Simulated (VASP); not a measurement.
# Tb2GeO (I-4m2) in VASP: notebook

Runs on Tb2GeO. Level: PBE. Tasks: single point, relaxation of cell and atoms.

All numbers are computed with VASP 6.6.1; they aren't measurements. Logs are shortened: lines on timing, memory, paths and dates and some standing lists are left out, and cuts for length are marked.

## (1) The cell of the first run

Symmetry: I-4m2, No. 119, tetragonal system. Conventional cell: a = 5.841 Å, b = 5.841 Å, c = 5.208 Å, α = 90.00°, β = 90.00°, γ = 90.00°. Tb (site symmetry -4m2) has 2 Ge at 2.60 Å and 4 Tb at 3.20 Å and 4 O at 3.20 Å within 3.4 Å. Within 3.4 Å of Tb (site symmetry -4m2) lie 2 O at 2.60 Å and 4 Tb at 3.20 Å and 4 Ge at 3.20 Å. Within 3.4 Å of Ge (site symmetry -4m2) lie 6 Tb at 2.60 to 3.20 Å and 4 O at 3.20 Å. Within 3.4 Å of O (site symmetry -4m2) lie 6 Tb at 2.60 to 3.20 Å and 4 Ge at 3.20 Å.

The cell was built from a structure type or drawn by symmetry, and may not be a known phase.

## (2) Single point, PBE

Contents of INCAR:

```
SYSTEM = Tb2GeO
PREC = Accurate
ENCUT = 600
EDIFF = 1E-6
ISMEAR = 0
SIGMA = 0.15
LREAL = .FALSE.
LASPH = .TRUE.
NELM = 200
ALGO = Normal
ISIF = 2
LWAVE = .FALSE.
LCHARG = .FALSE.
GGA = PE
NBANDS = 27
GGA_COMPAT = .FALSE.
LMAXMIX = 6
```

Contents of KPOINTS:

```
Automatic mesh
0
G
  4 4 4
  0 0 0
```

Contents of POSCAR:

```
Tb2GeO
1.0
   -2.9205209669      2.9205209669      2.6042312952
    2.9205209669     -2.9205209669      2.6042312952
    2.9205209669      2.9205209669     -2.6042312952
Tb Ge O
2 1 1
Direct
    0.5000000000      0.5000000000      0.0000000000
    0.2500000000      0.7500000000      0.5000000000
    0.0000000000      0.0000000000      0.0000000000
    0.7500000000      0.2500000000      0.5000000000
```

Potentials or basis: VASP PAW PBE potentials, release 64 (Tb_3, Ge_d, O), 4f in core.

Command:

```bash
$ cat potpaw_PBE.64/Tb_3/POTCAR potpaw_PBE.64/Ge_d/POTCAR potpaw_PBE.64/O/POTCAR > POTCAR
$ mpirun -np 1 vasp_std > vasp.out
```

OUTCAR:

```text
SYSTEM = Tb2GeO
   PREC = Accurate
   ENCUT = 600
   EDIFF = 1E-6
   ISMEAR = 0
   LREAL = .FALSE.
   LASPH = .TRUE.
   NELM = 200
   ISIF = 2
   GGA = PE

 ion  position               nearest neighbor table
   1  0.500  0.500  0.000-   3 2.60   3 2.60   2 3.20   2 3.20   2 3.20   2 3.20
   2  0.250  0.750  0.500-   4 2.60   4 2.60   1 3.20   3 3.20   3 3.20   1 3.20   3 3.20   3 3.20
                             1 3.20   1 3.20
   3  0.000  0.000  0.000-   1 2.60   1 2.60   2 3.20   2 3.20   2 3.20   2 3.20
   4  0.750  0.250  0.500-   2 2.60   2 2.60

  LATTYP: Found a body centered tetragonal cell.
 ALAT       =     5.8410419338
 C/A-ratio  =     0.8917009413

  Lattice vectors:

 A1 = (  -2.9205209669,   2.9205209669,   2.6042312952)
 A2 = (   2.9205209669,  -2.9205209669,   2.6042312952)
 A3 = (   2.9205209669,   2.9205209669,  -2.6042312952)

Analysis of symmetry for initial positions (statically):
=====================================================================
 Subroutine PRICEL returns:
 Original cell was already a primitive cell.

 Routine SETGRP: Setting up the symmetry group for a
 body centered tetragonal supercell.

 Subroutine GETGRP returns: Found  8 space group operations
 (whereof  8 operations were pure point group operations)
 out of a pool of 16 trial point group operations.

The static configuration has the point symmetry D_2d.

Analysis of symmetry for dynamics (positions and initial velocities):
=====================================================================
 Subroutine PRICEL returns:
 Original cell was already a primitive cell.

 Routine SETGRP: Setting up the symmetry group for a
 body centered tetragonal supercell.

 Subroutine GETGRP returns: Found  8 space group operations
 (whereof  8 operations were pure point group operations)
 out of a pool of 16 trial point group operations.

The dynamic configuration has the point symmetry D_2d.

 Subroutine INISYM returns: Found  8 space group operations
 (whereof  8 operations are pure point group operations),
 and found     1 'primitive' translations

----------------------------------------------------------------------------------------

                                     Primitive cell

  volume of cell :      88.8506

  direct lattice vectors                    reciprocal lattice vectors
    -2.920520967  2.920520967  2.604231295     0.000000000  0.171202332  0.191995235
     2.920520967 -2.920520967  2.604231295     0.171202332  0.000000000  0.191995235
     2.920520967  2.920520967 -2.604231295     0.171202332  0.171202332  0.000000000

  length of vectors
     4.882715031  4.882715031  4.882715031     0.257239983  0.257239983  0.242116660

  position of ions in fractional coordinates (direct lattice)
     0.500000000  0.500000000  0.000000000
     0.250000000  0.750000000  0.500000000
     0.000000000  0.000000000  0.000000000
     0.750000000  0.250000000  0.500000000

  ion indices of the primitive-cell ions
   primitive index   ion index
                 1           1
                 2           2
                 3           3
                 4           4

----------------------------------------------------------------------------------------

 KPOINTS: Automatic mesh

Automatic generation of k-mesh.
 Grid dimensions read from file:
 generate k-points for:    4    4    4

 Generating k-lattice:

  Cartesian coordinates                     Fractional coordinates (reciprocal lattice)
     0.000000000  0.042800583  0.047998809     0.250000000  0.000000000  0.000000000
     0.042800583  0.000000000  0.047998809     0.000000000  0.250000000  0.000000000
     0.042800583  0.042800583  0.000000000     0.000000000  0.000000000  0.250000000

  Length of vectors
     0.064309996  0.064309996  0.060529165

  Shift w.r.t. Gamma in fractional coordinates (k-lattice)
     0.000000000  0.000000000  0.000000000

 Subroutine IBZKPT returns following result:
 ===========================================

 Found     13 irreducible k-points:

 Following reciprocal coordinates:
            Coordinates               Weight
  0.000000  0.000000  0.000000      1.000000
  0.250000  0.000000 -0.000000      8.000000
  0.500000  0.000000 -0.000000      4.000000
  0.250000  0.250000 -0.000000      8.000000
  0.500000  0.250000 -0.000000     16.000000
 -0.250000  0.250000  0.000000      4.000000
  0.500000  0.500000 -0.000000      2.000000
  0.250000  0.250000  0.250000      2.000000
 -0.250000  0.250000  0.250000      4.000000
  0.500000  0.500000  0.250000      4.000000
 -0.250000  0.500000  0.250000      8.000000
 -0.250000 -0.250000  0.250000      2.000000
  0.500000  0.500000  0.500000      1.000000
   k-points           NKPTS =     13   k-points in BZ     NKDIM =     13   number of bands    NBANDS=     27
   number of dos      NEDOS =    301   number of ions     NIONS =      4
   total plane-waves  NPLWV =  64000
   dimension x,y,z NGX =    40 NGY =   40 NGZ =   40
   dimension x,y,z NGXF=    80 NGYF=   80 NGZF=   80
   ions per type =               2   1   1
   NGX,Y,Z   is equivalent  to a cutoff of  13.62, 13.62, 13.62 a.u.
   NGXF,Y,Z  is equivalent  to a cutoff of  27.24, 27.24, 27.24 a.u.
 SYSTEM =  Tb2GeO
   PREC   = accura    normal or accurate (medium, high low for compatibility)
   ISTART =      0    job   : 0-new  1-cont  2-samecut
   ICHARG =      2    charge: 1-file 2-atom 10-const
   ISPIN  =      1    spin polarized calculation?
   LNONCOLLINEAR =      F non collinear calculations
   LSORBIT =      F    spin-orbit coupling
   LASPH  =      T    aspherical Exc in radial PAW
   ENCUT  =  600.0 eV  44.10 Ry    6.64 a.u.   9.75  9.75  9.75*2*pi/ulx,y,z
   NELM   =    200;   NELMIN=  2; NELMDL= -5     # of ELM steps
   EDIFF  = 0.1E-05   stopping-criterion for ELM
   LREAL  =      F    real-space projection
   EDIFFG = 0.1E-04   stopping-criterion for IOM
   NSW    =      0    number of steps for IOM
   IBRION =     -1    ionic relax: 0-MD 1-quasi-New 2-CG
   NFREE  =      0    steps in history (QN), initial steepest desc. (CG)
   ISIF   =      2    stress and relaxation
   ISYM   =      2    0-nonsym 1-usesym 2-fastsym
   POTIM  = 0.5000    time-step for ionic-motion
   TEBEG  =    0.0;   TEEND  =   0.0 temperature during run
   PSTRESS=    0.0 pullay stress
   NELECT =      38.0000    total number of electrons
   NUPDOWN=      -1.0000    fix difference up-down
   EMIN   =  10.00;   EMAX   =-10.00  energy-range for DOS
   EFERMI =   0.00;   METHOD = LEGACY
   ISMEAR =     0;   SIGMA  =   0.15  broadening in eV -4-tet -1-fermi 0-gaus
   EFERMI_NEDOS =   21; number of points for ismear=-14 and -15
   IALGO  =     38    algorithm
   IMIX   =      4    mixing-type and parameters
     AMIX     =   0.40;   BMIX     =  1.00
     AMIX_MAG =   1.60;   BMIX_MAG =  1.00
  volume/ion in A,a.u.               =      22.21       149.90
  Fermi-wavevector in a.u.,A,eV,Ry     =   1.233434  2.330853 20.699356  1.521360
  Thomas-Fermi vector in A             =   2.368165
   LORBIT       =      0    0 simple, 1 ext, 2 COOP (PROOUT), +10 PAW based schemes
   GGA     = PE    functional components
   LHFCALC =     F    Hartree Fock is set to
   AEXX    =    0.0000 exact exchange contribution
   IVDW    =     0    specifies the selected vdW correction
   LEPSILON=     F    determine dielectric tensor
   LRPA    =     F    only Hartree local field effects (RPA)
 non-spin polarized calculation
 Gauss-broadening in eV      SIGMA  =   0.15
  energy-cutoff  :      600.00
  volume of cell :       88.85
 maximum number of plane-waves:      2994
   NGX = 19   NGY = 19   NGZ = 19

 number of electron      38.0000008 magnetization

 Free energy of the ion-electron system (eV)
  ---------------------------------------------------
  ext. energy  EPLUGINS =         0.00000000
  ---------------------------------------------------
  free energy    TOTEN  =       -20.11812182 eV

  energy without entropy =      -20.10322782  energy(sigma->0) =      -20.11067482

 E-fermi :   3.8771     XC(G=0): -10.2349

 val. band max:        3.8363197514   @ k =  -0.2500   0.2500   0.2500
 cond. band min:       4.0472282187   @ k =   0.5000   0.5000   0.5000
 fundamental gap:      0.2109084673
 Fermi energy:         3.8770843413

 k-point     1 :       0.0000    0.0000    0.0000
  band No.  band energies     occupation
      1     -19.9880      2.00000
      2     -19.9586      2.00000
      3     -19.9586      2.00000
      4     -19.9512      2.00000
      5     -19.9396      2.00000
      6     -19.5303      2.00000
[... 19 lines left out ...]
     26       7.9606      0.00000
     27       7.9606      0.00000

 k-point     2 :       0.2500    0.0000   -0.0000
  band No.  band energies     occupation
      1     -20.1310      2.00000
      2     -19.9790      2.00000
      3     -19.9708      2.00000
      4     -19.9511      2.00000
      5     -19.9395      2.00000
      6     -19.5353      2.00000
[... 19 lines left out ...]
     26       8.0329      0.00000
     27       8.7580      0.00000

 k-point     3 :       0.5000    0.0000   -0.0000
  band No.  band energies     occupation
      1     -20.2460      2.00000
      2     -19.9991      2.00000
      3     -19.9726      2.00000
      4     -19.9527      2.00000
      5     -19.9393      2.00000
      6     -19.5399      2.00000
[... 19 lines left out ...]
     26       8.4030      0.00000
     27       8.8506      0.00000

 k-point     4 :       0.2500    0.2500   -0.0000
  band No.  band energies     occupation
      1     -20.2463      2.00000
      2     -19.9880      2.00000
      3     -19.9845      2.00000
      4     -19.9509      2.00000
      5     -19.9393      2.00000
      6     -19.5242      2.00000
[... 19 lines left out ...]
     26       8.5470      0.00000
     27       9.0017      0.00000
[... 186 lines left out ...]
      4     -19.9483      2.00000
      5     -19.9390      2.00000
      6     -19.5962      2.00000
[... 19 lines left out ...]
     26       7.7096      0.00000
     27       8.4973      0.00000

 k-point    12 :      -0.2500   -0.2500    0.2500
  band No.  band energies     occupation
      1     -20.2410      2.00000
      2     -19.9989      2.00000
      3     -19.9989      2.00000
      4     -19.9492      2.00000
      5     -19.9391      2.00000
      6     -19.5441      2.00000
[... 19 lines left out ...]
     26       8.5160      0.00000
     27       9.4164      0.00000

 k-point    13 :       0.5000    0.5000    0.5000
  band No.  band energies     occupation
      1     -19.9895      2.00000
      2     -19.9560      2.00000
      3     -19.9560      2.00000
      4     -19.9460      2.00000
      5     -19.9387      2.00000
      6     -19.6549      2.00000
[... 19 lines left out ...]
     26       7.1384      0.00000
     27       7.1384      0.00000

------------------------ aborting loop because EDIFF is reached ----------------------------------------

  FORCE on cell =-STRESS in cart. coord.  units (eV):
  Direction    XX          YY          ZZ          XY          YZ          ZX
  --------------------------------------------------------------------------------------
  -------------------------------------------------------------------------------------
  Total        0.1355890      0.1355890      0.0051290      0.0000000      0.0000000      0.0000000
  in kB        2.4449772      2.4449772      0.0924876      0.0000000      0.0000000      0.0000000
  external PRESSURE =       1.6608140 kB  Pullay stress =       0.0000000 kB

 VOLUME and BASIS-vectors are now :
 -----------------------------------------------------------------------------
  energy-cutoff  :      600.00
  volume of cell :       88.85
      direct lattice vectors                 reciprocal lattice vectors
    -2.920520967  2.920520967  2.604231295     0.000000000  0.171202332  0.191995235
     2.920520967 -2.920520967  2.604231295     0.171202332  0.000000000  0.191995235
     2.920520967  2.920520967 -2.604231295     0.171202332  0.171202332  0.000000000

 POSITION                                       TOTAL-FORCE (eV/Angst)
 -----------------------------------------------------------------------------------
      0.00000      0.00000      2.60423        -0.000000      0.000000     -0.000000
      2.92052      0.00000      1.30212        -0.000000      0.000000     -0.000000
      0.00000      0.00000      0.00000         0.000000     -0.000000      0.000000
      0.00000      2.92052      1.30212         0.000000      0.000000     -0.000000
 -----------------------------------------------------------------------------------
    total drift:                                0.000000     -0.000000      0.000000

  FREE ENERGIE OF THE ION-ELECTRON SYSTEM (eV)
  ---------------------------------------------------
  free  energy   TOTEN  =       -20.1181218215 eV

  energy  without entropy=      -20.1032278207  energy(sigma->0) =      -20.11067482
```

Run time: 18 s. Hardware: 1 thread of Intel Xeon 6975P-C (Granite Rapids), shared host; peak memory 0.25 GiB.

What came out:

- Free energy: -20.1181 eV
- Pressure: 0.2 GPa
- Band gap on the k mesh: zero (bands 19 and 20 overlap by 0.69 eV)

Caveat: the k points lie up to 0.40 Å⁻¹ apart, too coarse for converged energies and pressures of a metal; spin-orbit coupling is left out, which moves the levels of the heavy elements; the 4f electrons are frozen in the core, so they carry no moment and show no levels; the run has no spin polarisation, though such a crystal can be magnetic. With open d or f shells a metallic result of PBE can be an artefact of self-interaction; +U or a hybrid may open a gap.

## (3) Relaxation of cell and atoms, PBE

This run uses another cell than the first one, of 19.67 Å³/atom.

Contents of INCAR:

```
PREC = Accurate
ENCUT = 600
EDIFF = 1E-7
ISMEAR = 0
SIGMA = 0.15
LREAL = False
LASPH = True
NELM = 200
ALGO = Normal
ISIF = 3
LWAVE = False
LCHARG = False
GGA = PE
IBRION = 2
NSW = 36
EDIFFG = -0.08
GGA_COMPAT = False
NELMIN = 4
LMAXMIX = 6
```

Contents of KPOINTS:

```
Automatic mesh
0
Gamma
  4 4 4
```

Contents of POSCAR:

```
Tb2GeO
1.0
   -2.7150816600      2.7150816600      2.6678589900
    2.7150816600     -2.7150816600      2.6678589900
    2.7150816600      2.7150816600     -2.6678589900
Tb Ge O
2 1 1
Direct
    0.5000000000      0.5000000000      0.0000000000
    0.2500000000      0.7500000000      0.5000000000
    0.0000000000      0.0000000000      0.0000000000
    0.7500000000      0.2500000000      0.5000000000
```

Potentials or basis: VASP PAW PBE potentials, release 64 (Tb_3, Ge_d, O), 4f in core.

Command:

```bash
$ cat potpaw_PBE.64/Tb_3/POTCAR potpaw_PBE.64/Ge_d/POTCAR potpaw_PBE.64/O/POTCAR > POTCAR
$ mpirun -np 1 vasp_std > vasp.out
```

It took 88 s on 1 thread of Intel Xeon 6975P-C (Granite Rapids), shared host; peak memory 0.26 GiB.

The run converged. Its results:

| Item | Value |
| --- | --- |
| Free energy | -20.1152 eV |
| Relaxed volume | 22.35 Å³/atom |
| Relaxed cell | a = 4.894 Å, b = 4.894 Å, c = 4.894 Å, α = 106.41°, β = 106.41°, γ = 115.78° |
| Space group after relaxing (to 0.1 Å) | I-4m2 (No. 119) |
| Energy gained by relaxing | 50.4 meV/atom |
| Ionic steps | 5 |
| Pressure after relaxing | 0.0 GPa |
| Band gap on the k mesh | zero (bands 19 and 20 overlap by 0.66 eV) |

Step by step:
```
step  energy change (eV)  largest force (eV/Å)  pressure (GPa)  volume (Å³)
   1              0.0000                0.0000            4.39        78.67
   2             -0.1134                0.0000           -0.14        84.95
   3             -0.1182                0.0000           -1.27        86.89
   4             -0.1970                0.0000           -0.32        88.90
   5             -0.2015                0.0000            0.02        89.41
```

Final structure:
```yaml
crystal:
  lattice:
    - [-2.93119, 2.93119, 2.60151]
    - [2.93119, -2.93119, 2.60151]
    - [2.93119, 2.93119, -2.60151]
  atoms:
    - { symbol: Tb, position: [0.50000, 0.50000, 0.00000] }
    - { symbol: Tb, position: [0.25000, 0.75000, 0.50000] }
    - { symbol: Ge, position: [0.00000, 0.00000, 0.00000] }
    - { symbol: O, position: [0.75000, 0.25000, 0.50000] }
```

Levels at points of the mesh, in eV from the Fermi level:
```csv
k point,band 17,band 18,band 19,band 20,band 21,band 22
"(0.00, 0.00, 0.00)",-1.27,-0.59,-0.50,-0.50,-0.36,1.39
"(0.50, 0.00, 0.00)",-2.21,-1.78,-0.58,0.68,1.29,1.39
"(0.50, 0.50, 0.00)",-2.40,-0.72,-0.20,0.30,0.84,1.23
"(0.50, 0.50, 0.50)",-0.95,0.16,0.16,0.92,1.18,1.87
```

Caveat: the k points lie up to 0.40 Å⁻¹ apart in the final cell, too coarse for converged energies and pressures of a metal; spin-orbit coupling is left out, which moves the levels of the heavy elements; the 4f electrons are frozen in the core, so they carry no moment and show no levels; the run has no spin polarisation, though such a crystal can be magnetic.
